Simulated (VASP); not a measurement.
Input of a VASP 6.6.1 run:

File INCAR:

```
SYSTEM = AlN
PREC     = Accurate       ! precision mode
ENCUT    = 600            ! plane-wave cutoff, eV
EDIFF    = 1E-7           ! SCF threshold, eV
ISMEAR   = 0              ! smearing method
SIGMA    = 0.02           ! smearing width, eV
LREAL    = .FALSE.        ! projectors in reciprocal space
LASPH    = .TRUE.         ! aspherical terms in the spheres
NELM     = 120            ! most SCF steps
ALGO     = Normal         ! electronic algorithm
ISIF     = 3              ! what is computed and relaxed
LWAVE    = .FALSE.        ! write WAVECAR
LCHARG   = .FALSE.        ! write CHGCAR
IBRION   = 2              ! ionic algorithm
NSW      = 100            ! ionic steps
EDIFFG   = -0.002         ! ionic threshold
GGA_COMPAT= .FALSE.      
NELMIN   = 4
```

KPOINTS

```
Automatic mesh
0
G
  10 10 10
  0 0 0
```

POSCAR

```
AlN
1.0
    0.0000000000      2.0040905347      2.0040905347
    2.0040905347      0.0000000000      2.0040905347
    2.0040905347      2.0040905347      0.0000000000
Al N
1 1
Direct
    0.5000000000      0.5000000000      0.5000000000
    0.0000000000      0.0000000000      0.0000000000
```

Potentials or basis: VASP PAW LDA potentials, release 64 (Al, N).

Launch:

```console
$ cat potpaw_LDA.64/Al/POTCAR potpaw_LDA.64/N/POTCAR > POTCAR
$ mpirun -np 1 vasp_std > vasp.out
```

Q: Predict the space group after relaxing (to 0.1 Å).

A: Fm-3m (No. 225).

Q: Estimate the band gap on the k mesh.

A: 4.68 eV (least direct gap 6.10 eV).

Final structure:
```
Al N
1.0
     0.00000    2.00677    2.00677
     2.00677    0.00000    2.00677
     2.00677    2.00677    0.00000
Al N
1 1
Direct
  0.50000 0.50000 0.50000
  0.00000 0.00000 0.00000
```

A k mesh can miss the band edges.
